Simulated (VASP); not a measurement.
CuPt, 2 atoms in the cell. Symmetry: R-3m, No. 166, trigonal system. Conventional cell: a = 2.704 Å, b = 2.704 Å, c = 12.698 Å, α = 90.00°, β = 90.00°, γ = 120.00°. Cu (site symmetry -3m) has 6 Pt at 2.63 Å and 6 Cu at 2.70 Å within 3.5 Å. Pt (site symmetry -3m) has 6 Cu at 2.63 Å and 6 Pt at 2.70 Å within 3.5 Å. 

```yaml
Program: VASP 6.6.1
Task: single point
Functional: PBEsol
Potentials_or_basis: VASP PAW PBE potentials, release 64 (Cu, Pt)
Cutoff: 520 eV
k_mesh: 16 × 16 × 16
Occupations: fermi-dirac, width 0.05 eV
Spin: no spin polarisation
Dipole_correction: no
Further_INCAR_settings: ALGO = Normal; EDIFF = 1e-07; NBANDS = 18
```

Potentials or basis: VASP PAW PBE potentials, release 64 (Cu, Pt).

Launch:

```sh
$ cat potpaw_PBE.64/Cu/POTCAR potpaw_PBE.64/Pt/POTCAR > POTCAR
$ mpirun -np 1 vasp_std > vasp.out
```

Hardware: 1 thread of Intel(R) Xeon(R) 6975P-C (Granite Rapids) (shared host).

Problem. How long does it take, and how much memory?

Solution. Run time: 4 min on 1 thread of Intel(R) Xeon(R) 6975P-C (Granite Rapids), on a shared host, peak memory 0.38 GiB. Counts: scf iterations 15, k points 417.
